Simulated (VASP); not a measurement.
Input of a VASP 6.6.1 run:

File INCAR:

```
SYSTEM = SiO2
ALGO = Normal
EDIFF = 1E-8
ENCUT = 520
GGA = PS
ISIF = 2
ISMEAR = -1
LASPH = .TRUE.
LCHARG = .FALSE.
LEFG = .TRUE.
LREAL = .FALSE.
LWAVE = .FALSE.
NBANDS = 25
NELM = 100
PREC = Accurate
SIGMA = 0.03
```

File KPOINTS:

```
k-points
0
G
  6 6 9
  0 0 0
```

File POSCAR:

```
SiO2
1.0
    4.2351076239      0.0000000000      0.0000000000
    0.0000000000      4.2351076239      0.0000000000
    0.0000000000      0.0000000000      2.7029066575
Si O
2 4
Direct
    0.0000000000      0.0000000000      0.0000000000
    0.5000000000      0.5000000000      0.5000000000
    0.3067000000      0.3067000000      0.0000000000
    0.1933000000      0.8067000000      0.5000000000
    0.6933000000      0.6933000000      0.0000000000
    0.8067000000      0.1933000000      0.5000000000
```

Potentials or basis: VASP PAW PBE potentials, release 64 (Si, O).

Launch:

```sh
$ cat potpaw_PBE.64/Si/POTCAR potpaw_PBE.64/O/POTCAR > POTCAR
$ mpirun -np 1 vasp_std > vasp.out
```

Question: Predict the band gap on the k mesh.

Answer: 4.89 eV, direct.

Question: What does it give for the largest force?

Answer: 0.039 eV/Å.

Question: Estimate the pressure.

Answer: -7.5 GPa.

Forces on the atoms (eV/Å):
```
Si   0.000  0.000  0.000
Si   0.000  0.000  0.000
O    0.027  0.027  0.000
O   -0.027  0.027  0.000
O   -0.027 -0.027  0.000
O    0.027 -0.027  0.000
```

Caveat: without QUAD_EFG the Cq values of the log hold for a quadrupole moment of 1 mb, not for the nuclei; the PAW data sets were made with another functional, which shifts forces and pressure a little. A k mesh can miss the band edges.
